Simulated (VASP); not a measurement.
# C (P-1) in VASP: single point with LDA

Aim: the single point of C with LDA.

Everything below comes from runs of VASP 6.6.1. Logs are shortened: lines on timing, memory, paths and dates and some standing lists are left out, and cuts for length are marked.

## 1. The cell of the first run

The typed cell holds 8 atoms: a = 2.445 Å, b = 2.445 Å, c = 13.491 Å, α = 91.56°, β = 86.88°, γ = 119.97°.

## 2. Single point, LDA (the part above a cut slid along it)

The input, INCAR:

```
SYSTEM = C
PREC     = Accurate       ! precision mode
ENCUT    = 520            ! plane-wave cutoff, eV
EDIFF    = 1E-7           ! SCF threshold, eV
ISMEAR   = 0              ! smearing method
SIGMA    = 0.15           ! smearing width, eV
LREAL    = .False.        ! projectors in reciprocal space
LASPH    = .True.         ! aspherical terms in the spheres
NELM     = 60             ! most SCF steps
ALGO     = Fast           ! electronic algorithm
ISIF     = 2              ! what is computed and relaxed
LWAVE    = .False.        ! write WAVECAR
LCHARG   = .False.        ! write CHGCAR
NBANDS   = 26             ! bands
```

The input, KPOINTS:

```
regular mesh
0
Gamma
  22 22 4
  0 0 0
```

The input, POSCAR:

```
C
1.0
   -1.2227748566      2.1167364796      0.0000000000
   -1.2227748566     -2.1167364796      0.0000000000
   -0.3668324570      0.6350209439     13.4706447952
C
8
Direct
    0.8791982410      0.0833017590      0.1250000000
    0.7291982410      0.0833017590      0.6250000000
    0.1541982410      0.5833017590      0.8750000000
    0.3041982410      0.5833017590      0.3750000000
   -0.1791982410      0.9166982410      0.8750000000
   -0.0291982410      0.9166982410      0.3750000000
    0.5458017590      0.4166982410      0.1250000000
    0.3958017590      0.4166982410      0.6250000000
```

Potentials or basis: VASP PAW LDA potentials, release 64 (C).

Started as:

```console
$ cat potpaw_LDA.64/C/POTCAR > POTCAR
$ mpirun -np 1 vasp_std > vasp.out
```

OUTCAR:

```text
SYSTEM = C
   PREC = Accurate
   ENCUT = 520
   EDIFF = 1E-7
   ISMEAR = 0
   LREAL = .False.
   LASPH = .True.
   NELM = 60
   ISIF = 2

 ion  position               nearest neighbor table
   1  0.879  0.083  0.125-   7 1.41   7 1.41   7 1.41
   2  0.729  0.083  0.625-   8 1.41   8 1.41   8 1.41
   3  0.154  0.583  0.875-   5 1.41   5 1.41   5 1.41
   4  0.304  0.583  0.375-   6 1.41   6 1.41   6 1.41
   5  0.821  0.917  0.875-   3 1.41   3 1.41   3 1.41
   6  0.971  0.917  0.375-   4 1.41   4 1.41   4 1.41
   7  0.546  0.417  0.125-   1 1.41   1 1.41   1 1.41
   8  0.396  0.417  0.625-   2 1.41   2 1.41   2 1.41

  LATTYP: Found a base centered monoclinic cell.
 ALAT       =    53.8847971996
 B/A-ratio  =     0.0785978764
 C/A-ratio  =     0.2503599031
 COS(beta)  =    -0.9989734793

  Lattice vectors:

 A1 = (   1.9564397706,   0.8466945918, -26.9412895904)
 A2 = (  -1.7118847992,  -1.2700418878, -26.9412895904)
 A3 = (  -0.3668324570,   0.6350209439,  13.4706447952)

Analysis of symmetry for initial positions (statically):
=====================================================================
 Subroutine PRICEL returns:
 Original cell was already a primitive cell.

 Routine SETGRP: Setting up the symmetry group for a
 base centered monoclinic supercell.

 Subroutine GETGRP returns: Found  2 space group operations
 (whereof  1 operations were pure point group operations)
 out of a pool of  4 trial point group operations.

The static configuration has the point symmetry C_1 .
 The point group associated with its full space group is S_2 .

Analysis of symmetry for dynamics (positions and initial velocities):
=====================================================================
 Subroutine PRICEL returns:
 Original cell was already a primitive cell.

 Routine SETGRP: Setting up the symmetry group for a
 base centered monoclinic supercell.

 Subroutine GETGRP returns: Found  2 space group operations
 (whereof  1 operations were pure point group operations)
 out of a pool of  4 trial point group operations.

The dynamic configuration has the point symmetry C_1 .
 The point group associated with its full space group is S_2 .

 Subroutine INISYM returns: Found  2 space group operations
 (whereof  1 operations are pure point group operations),
 and found     1 'primitive' translations

----------------------------------------------------------------------------------------

                                     Primitive cell

  volume of cell :      69.7319

  direct lattice vectors                    reciprocal lattice vectors
    -1.222774857  2.116736480  0.000000000    -0.408906020  0.236212682 -0.022270649
    -1.222774857 -2.116736480  0.000000000    -0.408906020 -0.236212682 -0.000000000
    -0.366832457  0.635020944 13.470644795     0.000000000  0.000000000  0.074235496

  length of vectors
     2.444535063  2.444535063 13.490592606     0.472754213  0.472229355  0.074235496

  position of ions in fractional coordinates (direct lattice)
     0.879198241  0.083301759  0.125000000
     0.729198241  0.083301759  0.625000000
     0.154198241  0.583301759  0.875000000
     0.304198241  0.583301759  0.375000000
     0.820801759  0.916698241  0.875000000
     0.970801759  0.916698241  0.375000000
     0.545801759  0.416698241  0.125000000
     0.395801759  0.416698241  0.625000000

  ion indices of the primitive-cell ions
   primitive index   ion index
                 1           1
                 2           2
                 3           3
                 4           4
                 5           5
                 6           6
                 7           7
                 8           8

----------------------------------------------------------------------------------------

 KPOINTS: regular mesh

Automatic generation of k-mesh.
 Grid dimensions read from file:
 generate k-points for:   22   22    4

 Generating k-lattice:

  Cartesian coordinates                     Fractional coordinates (reciprocal lattice)
    -0.018586637  0.010736940 -0.001012302     0.045454545  0.000000000 -0.000000000
    -0.018586637 -0.010736940 -0.000000000     0.000000000  0.045454545  0.000000000
     0.000000000  0.000000000  0.018558874     0.000000000  0.000000000  0.250000000

  Length of vectors
     0.021488828  0.021464971  0.018558874

  Shift w.r.t. Gamma in fractional coordinates (k-lattice)
     0.000000000  0.000000000  0.000000000

 Subroutine IBZKPT returns following result:
 ===========================================

 Found    972 irreducible k-points:

 Following reciprocal coordinates:
            Coordinates               Weight
  0.000000  0.000000  0.000000      1.000000
  0.045455  0.000000 -0.000000      2.000000
  0.090909  0.000000 -0.000000      2.000000
  0.136364  0.000000 -0.000000      2.000000
  0.181818  0.000000 -0.000000      2.000000
  0.227273 -0.000000  0.000000      2.000000
[... 16 lines left out ...]
  0.454545  0.045455  0.000000      2.000000
  0.500000  0.045455  0.000000      2.000000
 [... further k-points ...]
   k-points           NKPTS =    972   k-points in BZ     NKDIM =    972   number of bands    NBANDS=     26
   number of dos      NEDOS =    301   number of ions     NIONS =      8
   total plane-waves  NPLWV =  32400
   dimension x,y,z NGX =    18 NGY =   18 NGZ =  100
   dimension x,y,z NGXF=    36 NGYF=   36 NGZF=  200
   ions per type =               8
   NGX,Y,Z   is equivalent  to a cutoff of  12.24, 12.24, 12.32 a.u.
   NGXF,Y,Z  is equivalent  to a cutoff of  24.48, 24.48, 24.65 a.u.
 SYSTEM =  C
   PREC   = accura    normal or accurate (medium, high low for compatibility)
   ISTART =      0    job   : 0-new  1-cont  2-samecut
   ICHARG =      2    charge: 1-file 2-atom 10-const
   ISPIN  =      1    spin polarized calculation?
   LNONCOLLINEAR =      F non collinear calculations
   LSORBIT =      F    spin-orbit coupling
   LASPH  =      T    aspherical Exc in radial PAW
   ENCUT  =  520.0 eV  38.22 Ry    6.18 a.u.   4.55  4.55 25.08*2*pi/ulx,y,z
   NELM   =     60;   NELMIN=  2; NELMDL= -5     # of ELM steps
   EDIFF  = 0.1E-06   stopping-criterion for ELM
   LREAL  =      F    real-space projection
   EDIFFG = 0.1E-05   stopping-criterion for IOM
   NSW    =      0    number of steps for IOM
   IBRION =     -1    ionic relax: 0-MD 1-quasi-New 2-CG
   NFREE  =      0    steps in history (QN), initial steepest desc. (CG)
   ISIF   =      2    stress and relaxation
   ISYM   =      2    0-nonsym 1-usesym 2-fastsym
   POTIM  = 0.5000    time-step for ionic-motion
   TEBEG  =    0.0;   TEEND  =   0.0 temperature during run
   PSTRESS=    0.0 pullay stress
   NELECT =      32.0000    total number of electrons
   NUPDOWN=      -1.0000    fix difference up-down
   EMIN   =  10.00;   EMAX   =-10.00  energy-range for DOS
   EFERMI =   0.00;   METHOD = LEGACY
   ISMEAR =     0;   SIGMA  =   0.15  broadening in eV -4-tet -1-fermi 0-gaus
   EFERMI_NEDOS =   21; number of points for ismear=-14 and -15
   IALGO  =     68    algorithm
   IMIX   =      4    mixing-type and parameters
     AMIX     =   0.40;   BMIX     =  1.00
     AMIX_MAG =   1.60;   BMIX_MAG =  1.00
  volume/ion in A,a.u.               =       8.72        58.82
  Fermi-wavevector in a.u.,A,eV,Ry     =   1.262741  2.386234 21.694690  1.594515
  Thomas-Fermi vector in A             =   2.396134
   LORBIT       =      0    0 simple, 1 ext, 2 COOP (PROOUT), +10 PAW based schemes
   GGA     = CA    functional components
   LHFCALC =     F    Hartree Fock is set to
   AEXX    =    0.0000 exact exchange contribution
   IVDW    =     0    specifies the selected vdW correction
   LEPSILON=     F    determine dielectric tensor
   LRPA    =     F    only Hartree local field effects (RPA)
 non-spin polarized calculation
 RMM-DIIS sequential band-by-band and
 Gauss-broadening in eV      SIGMA  =   0.15
  energy-cutoff  :      520.00
  volume of cell :       69.73
 maximum number of plane-waves:      1912
   NGX =  9   NGY =  9   NGZ = 51

 number of electron      31.9999998 magnetization

 Free energy of the ion-electron system (eV)
  ---------------------------------------------------
  ext. energy  EPLUGINS =         0.00000000
  ---------------------------------------------------
  free energy    TOTEN  =       -80.88266329 eV

  energy without entropy =      -80.88147102  energy(sigma->0) =      -80.88206715

 E-fermi :   4.6414     XC(G=0): -10.7777

 val. band max:        4.5962253282   @ k =   0.3182   0.3182   0.0000
 cond. band min:       4.6444437379   @ k =   0.3182   0.3182   0.2500
 fundamental gap:      0.0482184096
 Fermi energy:         4.6413806792

 k-point     1 :       0.0000    0.0000    0.0000
  band No.  band energies     occupation
      1     -14.9550      2.00000
      2     -14.8059      2.00000
      3     -14.8054      2.00000
      4     -14.6457      2.00000
      5      -4.0648      2.00000
      6      -3.1626      2.00000
[... 18 lines left out ...]
     25      13.1517      0.00000
     26      13.1790      0.00000

 k-point     2 :       0.0455    0.0000   -0.0000
  band No.  band energies     occupation
      1     -14.9052      2.00000
      2     -14.7596      2.00000
      3     -14.7530      2.00000
      4     -14.5969      2.00000
      5      -4.0033      2.00000
      6      -3.1239      2.00000
[... 18 lines left out ...]
     25      13.3590      0.00000
     26      13.3637      0.00000

 k-point     3 :       0.0909    0.0000   -0.0000
  band No.  band energies     occupation
      1     -14.7560      2.00000
      2     -14.6151      2.00000
      3     -14.6021      2.00000
      4     -14.4508      2.00000
      5      -3.8192      2.00000
      6      -2.9660      2.00000
[... 572 lines left out ...]
 k-point    23 :       0.4545    0.0455    0.0000
  band No.  band energies     occupation
      1      -9.7049      2.00000
      2      -9.6389      2.00000
      3      -9.5955      2.00000
      4      -9.5329      2.00000
      5      -8.3977      2.00000
      6      -8.3463      2.00000
[... 18 lines left out ...]
     25      15.0972      0.00000
     26      16.3562      0.00000

 k-point    24 :       0.5000    0.0455    0.0000
  band No.  band energies     occupation
      1      -9.7038      2.00000
      2      -9.6399      2.00000
      3      -9.5930      2.00000
      4      -9.5326      2.00000
      5      -8.3980      2.00000
      6      -8.3454      2.00000
[... 18 lines left out ...]
     25      15.1092      0.00000
     26      16.3403      0.00000

 [... further k-points ...]

------------------------ aborting loop because EDIFF is reached ----------------------------------------

  FORCE on cell =-STRESS in cart. coord.  units (eV):
  Direction    XX          YY          ZZ          XY          YZ          ZX
  --------------------------------------------------------------------------------------
  -------------------------------------------------------------------------------------
  Total        0.5324074      0.5649085     -0.0623431      0.0310375      0.0258391      0.0496483
  in kB       12.2327198     12.9794709     -1.4324088      0.7131245      0.5936852      1.1407304
  external PRESSURE =       7.9265939 kB  Pullay stress =       0.0000000 kB

 VOLUME and BASIS-vectors are now :
 -----------------------------------------------------------------------------
  energy-cutoff  :      520.00
  volume of cell :       69.73
      direct lattice vectors                 reciprocal lattice vectors
    -1.222774857  2.116736480  0.000000000    -0.408906020  0.236212682 -0.022270649
    -1.222774857 -2.116736480  0.000000000    -0.408906020 -0.236212682 -0.000000000
    -0.366832457  0.635020944 13.470644795     0.000000000  0.000000000  0.074235496

 POSITION                                       TOTAL-FORCE (eV/Angst)
 -----------------------------------------------------------------------------------
     -1.22277      1.76408      1.68383         0.000934     -0.003793     -0.006377
     -1.22277      1.76408      8.41915        -0.002446     -0.003670     -0.000265
     -1.22277     -0.35266     11.78681        -0.012178     -0.011863     -0.005885
     -1.22277     -0.35266      5.05149        -0.001895     -0.004054     -0.000390
     -2.44555      0.35266     11.78681        -0.000934      0.003793      0.006377
     -2.44555      0.35266      5.05149         0.002446      0.003670      0.000265
     -1.22277      0.35266      1.68383         0.012178      0.011863      0.005885
     -1.22277      0.35266      8.41915         0.001895      0.004054      0.000390
 -----------------------------------------------------------------------------------
    total drift:                               -0.000002      0.000000      0.000003

  FREE ENERGIE OF THE ION-ELECTRON SYSTEM (eV)
  ---------------------------------------------------
  free  energy   TOTEN  =       -80.8826632897 eV

  energy  without entropy=      -80.8814710193  energy(sigma->0) =      -80.88206715
```

Run time: 48 min. Hardware: 1 thread of Oxide Virtual Turin-like, shared host; peak memory 1 GiB.

What came out:

```yaml
Free_energy: -80.8827 eV
Pressure: 0.8 GPa
Largest_force: 0.018 eV/Å
Band_gap_on_the_k_mesh: zero (bands 16 and 17 overlap by 0.01 eV)
```

Forces in eV/Å, atoms in the order of the input:
```
C    0.001 -0.004 -0.006
C   -0.002 -0.004  0.000
C   -0.012 -0.012 -0.006
C   -0.002 -0.004  0.000
C   -0.001  0.004  0.006
C    0.002  0.004  0.000
C    0.012  0.012  0.006
C    0.002  0.004  0.000
```

Caveat: the cell differs from its parent crystal (the part above a cut slid along it).

The gap in the log of VASP goes by the Fermi energy; the results here count the filled bands.